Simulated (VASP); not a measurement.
Pb, 1 atom in the cell. The structure is tetragonal, space group I4/mmm (No. 139). Conventional cell: a = 3.772 Å, b = 3.772 Å, c = 4.940 Å, α = 90.00°, β = 90.00°, γ = 90.00°. Pb (site symmetry 4/mmm) has 14 Pb at 3.64 to 4.94 Å within 5.0 Å.  This cell differs from its parent crystal: strain +0.080 along x and y, +0.000 along z.

```yaml
Program: VASP 6.6.1
Task: single point
Functional: PBE
Potentials_or_basis: VASP PAW PBE potentials, release 64 (Pb_d)
Cutoff: 520 eV
k_mesh: 16 × 16 × 16
Occupations: gaussian, width 0.15 eV
Spin: no spin polarisation
Dipole_correction: no
Further_INCAR_settings: ALGO = Fast; EDIFF = 1e-07; NBANDS = 13
```

Potentials or basis: VASP PAW PBE potentials, release 64 (Pb_d).

Launch:

```sh
$ cat potpaw_PBE.64/Pb_d/POTCAR > POTCAR
$ mpirun -np 1 vasp_std > vasp.out
```

Hardware: 1 thread of Intel(R) Xeon(R) 6975P-C (Granite Rapids), with other jobs on the host.

Question: How long does it take, and how much memory?

Answer: Wall time 69 s on 1 thread of Intel(R) Xeon(R) 6975P-C (Granite Rapids), with other jobs on the host, peak memory 0.27 GiB. Counts: scf iterations 14, k points 349.
